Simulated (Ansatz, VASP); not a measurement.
# Two plane-wave programs on Nb

```
Nb
1.0
    -1.63442    1.63442    1.63442
     1.63442   -1.63442    1.63442
     1.63442    1.63442   -1.63442
Nb
1
Direct
  0.00000 0.00000 0.00000
```

Alike in both runs: task single point; functional PBEsol; k mesh 22 × 22 × 22; occupations fermi-dirac, width 0.05 eV; collinear spin.

```csv
,VASP,Ansatz
version,VASP 6.6.1,Ansatz 0.2.0
potentials or method,"VASP PAW PBE potentials, release 64 (Nb_sv), cutoff 520 eV","plane waves (420 eV) with PAW, scalar-relativistic"
valence electrons in the cell,13,13
```

```tsv
	VASP	Ansatz	Ansatz less VASP
net moment per atom (μB)	0.00	0.00	0.000
```

VASP's potentials were made for PBE, not for PBEsol, and Ansatz warns of the same on its side. Ansatz's warnings: seeded moment not kept.
